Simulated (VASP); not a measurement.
# CaF2 (Immm) in VASP: single point with HSE06

Aim: the single point of CaF2 with HSE06.

All numbers are computed with VASP 6.6.1; they aren't measurements. Logs are shortened: lines on timing, memory, paths and dates and some standing lists are left out, and cuts for length are marked.

## 1. The cell of the first run

It takes space group Immm (No. 71, orthorhombic). The conventional cell has a = 3.798 Å, b = 3.894 Å, c = 5.439 Å, α = 90.00°, β = 90.00°, γ = 90.00°. Within 3.1 Å of Ca (site symmetry mmm) lie 8 F at 2.34 to 2.37 Å. F (site symmetry mm2) has 4 Ca at 2.34 to 2.37 Å and 6 F at 2.70 to 2.74 Å within 3.1 Å.

## 2. Single point, HSE06 (shear xy strain -2.5%)

Contents of POSCAR:

```
CaF2
1.0
   -0.0341308907      2.7195928860      2.7195928860
    2.7195928860     -0.0341308907      2.7195928860
    2.6854619953      2.6854619953      0.0000000000
Ca F
1 2
Direct
    0.0000000000      0.0000000000      0.0000000000
    0.2517423604      0.2517423604      0.2482576396
    0.7482576396      0.7482576396      0.7517423604
```

Contents of INCAR.step1:

```
SYSTEM = CaF2
  PREC = Accurate
  ENCUT = 520
  EDIFF = 1E-5
  ISMEAR = 0
  SIGMA = 0.01
  LREAL = .False.
  LASPH = .True.
  NELM = 120
  ALGO = Normal
  ISIF = 2
  LWAVE = .True.
  GGA = PE
  NBANDS = 19
  GGA_COMPAT = .False.
  KPAR = 4
```

Contents of INCAR.step2:

```
SYSTEM = CaF2
  PREC = Accurate
  ENCUT = 520
  EDIFF = 1E-6
  ISMEAR = 0
  SIGMA = 0.01
  LREAL = .False.
  LASPH = .True.
  NELM = 120
  ALGO = Normal
  ISIF = 2
  LWAVE = .False.
  LCHARG = .True.
  GGA = PE
  LHFCALC = .True.
  HFSCREEN = 0.2079
  PRECFOCK = Normal
  LVHAR = .True.
  ISTART = 1
  NBANDS = 19
  GGA_COMPAT = .False.
  KPAR = 4
```

Contents of KPOINTS:

```
Automatic mesh
0
Gamma
  6 6 6
  0 0 0
```

Potentials or basis: VASP PAW PBE potentials, release 64 (Ca_sv, F).

Started as:

```
$ cat potpaw_PBE.64/Ca_sv/POTCAR potpaw_PBE.64/F/POTCAR > POTCAR
$ cp INCAR.step1 INCAR
$ mpirun -np 4 vasp_std > vasp.out
$ cp INCAR.step2 INCAR
$ mpirun -np 4 vasp_std > vasp.out
```

OUTCAR:

```text
SYSTEM = CaF2
   PREC = Accurate
   ENCUT = 520
   EDIFF = 1E-6
   ISMEAR = 0
   LREAL = .False.
   LASPH = .True.
   NELM = 120
   ISIF = 2
   GGA = PE
   LHFCALC = .True.
   HFSCREEN = 0.2079
   PRECFOCK = Normal
   ISTART = 1

 ion  position               nearest neighbor table
   1  0.000  0.000  0.000-   3 2.34   2 2.34   3 2.34   2 2.34   3 2.37   3 2.37   2 2.37   2 2.37

   2  0.252  0.252  0.248-   1 2.34   1 2.34   1 2.37   1 2.37
   3  0.748  0.748  0.752-   1 2.34   1 2.34   1 2.37   1 2.37

  LATTYP: Found a body centered orthorhombic cell.
 ALAT       =     3.7978167750
 B/A-ratio  =     1.0254190085
 C/A-ratio  =     1.4321875157

  Lattice vectors:

 A1 = (   0.0341308907,  -2.7195928860,  -2.7195928860)
 A2 = (  -0.0341308907,   2.7195928860,  -2.7195928860)
 A3 = (   2.7195928860,  -0.0341308907,   2.7195928860)

Analysis of symmetry for initial positions (statically):
=====================================================================
 Subroutine PRICEL returns:
 Original cell was already a primitive cell.

 Routine SETGRP: Setting up the symmetry group for a
 body centered orthorhombic supercell.

 Subroutine GETGRP returns: Found  8 space group operations
 (whereof  8 operations were pure point group operations)
 out of a pool of  8 trial point group operations.

The static configuration has the point symmetry D_2h.

Analysis of symmetry for dynamics (positions and initial velocities):
=====================================================================
 Subroutine PRICEL returns:
 Original cell was already a primitive cell.

 Routine SETGRP: Setting up the symmetry group for a
 body centered orthorhombic supercell.

 Subroutine GETGRP returns: Found  8 space group operations
 (whereof  8 operations were pure point group operations)
 out of a pool of  8 trial point group operations.

The dynamic configuration has the point symmetry D_2h.

 Subroutine INISYM returns: Found  8 space group operations
 (whereof  8 operations are pure point group operations),
 and found     1 'primitive' translations

----------------------------------------------------------------------------------------

                                     Primitive cell

  volume of cell :      40.2229

  direct lattice vectors                    reciprocal lattice vectors
    -0.034130891  2.719592886  2.719592886    -0.181572315  0.181572315  0.183851047
     2.719592886 -0.034130891  2.719592886     0.181572315 -0.181572315  0.183851047
     2.685461995  2.685461995  0.000000000     0.186187703  0.186187703 -0.183851047

  length of vectors
     3.846236583  3.846236583  3.797816775     0.315813582  0.315813582  0.321143160

  position of ions in fractional coordinates (direct lattice)
     0.000000000  0.000000000  0.000000000
     0.251742360  0.251742360  0.248257640
     0.748257640  0.748257640  0.751742360

  ion indices of the primitive-cell ions
   primitive index   ion index
                 1           1
                 2           2
                 3           3

----------------------------------------------------------------------------------------

 KPOINTS: Automatic mesh

Automatic generation of k-mesh.
 Grid dimensions read from file:
 generate k-points for:    6    6    6

 Generating k-lattice:

  Cartesian coordinates                     Fractional coordinates (reciprocal lattice)
    -0.030262052  0.030262052  0.030641841     0.166666667  0.000000000  0.000000000
     0.030262052 -0.030262052  0.030641841     0.000000000  0.166666667  0.000000000
     0.031031284  0.031031284 -0.030641841     0.000000000  0.000000000  0.166666667

  Length of vectors
     0.052635597  0.052635597  0.053523860

  Shift w.r.t. Gamma in fractional coordinates (k-lattice)
     0.000000000  0.000000000  0.000000000

 Subroutine IBZKPT returns following result:
 ===========================================

 Found     46 irreducible k-points:

 Following reciprocal coordinates:
            Coordinates               Weight
  0.000000  0.000000  0.000000      1.000000
  0.166667 -0.000000  0.000000      4.000000
  0.333333  0.000000  0.000000      4.000000
  0.500000  0.000000  0.000000      2.000000
  0.166667  0.166667  0.000000      2.000000
  0.333333  0.166667  0.000000      4.000000
[... 16 lines left out ...]
 -0.166667  0.333333  0.166667      4.000000
  0.500000  0.500000  0.166667      4.000000
 [... further k-points ...]
   k-points           NKPTS =     46   k-points in BZ     NKDIM =    216   number of bands    NBANDS=     19
   number of dos      NEDOS =    301   number of ions     NIONS =      3
   total plane-waves  NPLWV =  25200
   dimension x,y,z NGX =    30 NGY =   30 NGZ =   28
   dimension x,y,z NGXF=    60 NGYF=   60 NGZF=   56
   ions per type =               1   2
   NGX,Y,Z   is equivalent  to a cutoff of  12.97, 12.97, 12.26 a.u.
   NGXF,Y,Z  is equivalent  to a cutoff of  25.93, 25.93, 24.51 a.u.
 SYSTEM =  CaF2
   PREC   = accura    normal or accurate (medium, high low for compatibility)
   ISTART =      1    job   : 0-new  1-cont  2-samecut
   ICHARG =      0    charge: 1-file 2-atom 10-const
   ISPIN  =      1    spin polarized calculation?
   LNONCOLLINEAR =      F non collinear calculations
   LSORBIT =      F    spin-orbit coupling
   LASPH  =      T    aspherical Exc in radial PAW
   ENCUT  =  520.0 eV  38.22 Ry    6.18 a.u.   7.15  7.15  7.06*2*pi/ulx,y,z
   NELM   =    120;   NELMIN=  2; NELMDL=  0     # of ELM steps
   EDIFF  = 0.1E-05   stopping-criterion for ELM
   LREAL  =      F    real-space projection
   EDIFFG = 0.1E-04   stopping-criterion for IOM
   NSW    =      0    number of steps for IOM
   IBRION =     -1    ionic relax: 0-MD 1-quasi-New 2-CG
   NFREE  =      0    steps in history (QN), initial steepest desc. (CG)
   ISIF   =      2    stress and relaxation
   ISYM   =      3    0-nonsym 1-usesym 2-fastsym
   POTIM  = 0.5000    time-step for ionic-motion
   TEBEG  =    0.0;   TEEND  =   0.0 temperature during run
   PSTRESS=    0.0 pullay stress
   NELECT =      24.0000    total number of electrons
   NUPDOWN=      -1.0000    fix difference up-down
   EMIN   =  10.00;   EMAX   =-10.00  energy-range for DOS
   EFERMI =   0.00;   METHOD = LEGACY
   ISMEAR =     0;   SIGMA  =   0.01  broadening in eV -4-tet -1-fermi 0-gaus
   EFERMI_NEDOS =   21; number of points for ismear=-14 and -15
   IALGO  =     38    algorithm
   IMIX   =      1    mixing-type and parameters
     AMIX     =   0.40;   BMIX     =  1.00
     AMIX_MAG =   1.60;   BMIX_MAG =  1.00
  volume/ion in A,a.u.               =      13.41        90.48
  Fermi-wavevector in a.u.,A,eV,Ry     =   1.378227  2.604472 25.844406  1.899510
  Thomas-Fermi vector in A             =   2.503308
   LORBIT       =      0    0 simple, 1 ext, 2 COOP (PROOUT), +10 PAW based schemes
   GGA     = PE    functional components
   LHFCALC =     T    Hartree Fock is set to
   PRECFOCK=normal    Normal, Fast or Accurate (Low or Medium for compatibility)
   ENCUT4O =  -1.0   cutoff for four orbital integrals eV
   NKREDX  =     1    reduce k-point grid by
   NKREDY  =     1    reduce k-point grid by
   NKREDZ  =     1    reduce k-point grid by
   AEXX    =    0.2500 exact exchange contribution
   HFSCREEN=    0.2079 screening length (either q_TF or 0.3 A-1)
   HFSCREENC=   0.2079 screening length for correlation (either q_TF or 0.3 A-1)
   ENCUTFOCK=  -1.0 apply spherical cutoff to Coloumb kernel
   IVDW    =     0    specifies the selected vdW correction
   LEPSILON=     F    determine dielectric tensor
   LRPA    =     F    only Hartree local field effects (RPA)
 non-spin polarized calculation
 Gauss-broadening in eV      SIGMA  =   0.01
  energy-cutoff  :      520.00
  volume of cell :       40.22
 maximum number of plane-waves:      1099
 NGX is ok and might be reduce to    30
  NGX = 24; NGY = 24; NGZ = 24

 number of electron      23.9999997 magnetization

 Free energy of the ion-electron system (eV)
  ---------------------------------------------------
  ext. energy  EPLUGINS =         0.00000000
  ---------------------------------------------------
  free energy    TOTEN  =       -20.59032165 eV

  energy without entropy =      -20.59032165  energy(sigma->0) =      -20.59032165

 E-fermi :  -2.4339     XC(G=0):  -7.9512

 val. band max:       -2.5057485978   @ k =   0.5000   0.5000   0.0000
 cond. band min:       6.9135496281   @ k =   0.0000   0.0000   0.0000
 fundamental gap:      9.4192982260
 Fermi energy:        -2.4338862688

 k-point     1 :       0.0000    0.0000    0.0000
  band No.  band energies     occupation
      1     -40.4835      2.00000
      2     -24.0770      2.00000
      3     -23.2591      2.00000
      4     -19.9546      2.00000
      5     -19.9538      2.00000
      6     -19.9515      2.00000
[... 11 lines left out ...]
     18      11.7436      0.00000
     19      16.4866      0.00000

 k-point     2 :       0.1667   -0.0000    0.0000
  band No.  band energies     occupation
      1     -40.4743      2.00000
      2     -24.1181      2.00000
      3     -23.3360      2.00000
      4     -19.9663      2.00000
      5     -19.9646      2.00000
      6     -19.8529      2.00000
[... 11 lines left out ...]
     18      11.6674      0.00000
     19      15.5096      0.00000

 k-point     3 :       0.3333    0.0000    0.0000
  band No.  band energies     occupation
      1     -40.4559      2.00000
      2     -24.1469      2.00000
      3     -23.5499      2.00000
      4     -19.9912      2.00000
      5     -19.9881      2.00000
      6     -19.6373      2.00000
[... 11 lines left out ...]
     18      11.5178      0.00000
     19      14.0614      0.00000

 k-point     4 :       0.5000    0.0000    0.0000
  band No.  band energies     occupation
      1     -40.4467      2.00000
      2     -24.1183      2.00000
      3     -23.7008      2.00000
      4     -20.0035      2.00000
      5     -19.9997      2.00000
      6     -19.5240      2.00000
[... 407 lines left out ...]
     18      13.3380      0.00000
     19      14.6051      0.00000

 k-point    23 :      -0.1667    0.3333    0.1667
  band No.  band energies     occupation
      1     -40.4431      2.00000
      2     -24.1512      2.00000
      3     -23.7023      2.00000
      4     -20.0393      2.00000
      5     -19.8674      2.00000
      6     -19.6006      2.00000
[... 11 lines left out ...]
     18      12.0866      0.00000
     19      15.3249      0.00000

 k-point    24 :       0.5000    0.5000    0.1667
  band No.  band energies     occupation
      1     -40.4351      2.00000
      2     -24.2357      2.00000
      3     -23.6749      2.00000
      4     -20.0636      2.00000
      5     -19.9681      2.00000
      6     -19.4528      2.00000
[... 11 lines left out ...]
     18      12.8001      0.00000
     19      15.5794      0.00000

 [... further k-points ...]

------------------------ aborting loop because EDIFF is reached ----------------------------------------

  FORCE on cell =-STRESS in cart. coord.  units (eV):
  Direction    XX          YY          ZZ          XY          YZ          ZX
  --------------------------------------------------------------------------------------
  -------------------------------------------------------------------------------------
  Total        0.4675064      0.4675064      0.4686108      0.2228252      0.0000000      0.0000000
  in kB       18.6219392     18.6219392     18.6659290      8.8756802      0.0000000      0.0000000
  external PRESSURE =      18.6366025 kB  Pullay stress =       0.0000000 kB

 VOLUME and BASIS-vectors are now :
 -----------------------------------------------------------------------------
  energy-cutoff  :      520.00
  volume of cell :       40.22
      direct lattice vectors                 reciprocal lattice vectors
    -0.034130891  2.719592886  2.719592886    -0.181572315  0.181572315  0.183851047
     2.719592886 -0.034130891  2.719592886     0.181572315 -0.181572315  0.183851047
     2.685461995  2.685461995  0.000000000     0.186187703  0.186187703 -0.183851047

 POSITION                                       TOTAL-FORCE (eV/Angst)
 -----------------------------------------------------------------------------------
      0.00000      0.00000      0.00000         0.000000      0.000000      0.000000
      1.34273      1.34273      1.36927        -0.000000     -0.000000     -0.000141
      4.02819      4.02819      4.06991         0.000000      0.000000      0.000141
 -----------------------------------------------------------------------------------
    total drift:                               -0.000000      0.000000     -0.000000

  FREE ENERGIE OF THE ION-ELECTRON SYSTEM (eV)
  ---------------------------------------------------
  free  energy   TOTEN  =       -20.5903216457 eV

  energy  without entropy=      -20.5903216457  energy(sigma->0) =      -20.59032165
```

It took 78 min on 4 MPI ranks of AMD EPYC 7R43 (Zen 3), shared host; peak memory 0.27 GiB.

What came out:

```yaml
Free_energy: -20.5903 eV
Pressure: 1.9 GPa
Band_gap_on_the_k_mesh: 9.42 eV (least direct gap 9.67 eV)
```

Caveat: the cell differs from its parent crystal (shear xy strain -2.5%); the PAW data sets were made with another functional, which shifts forces and pressure a little.
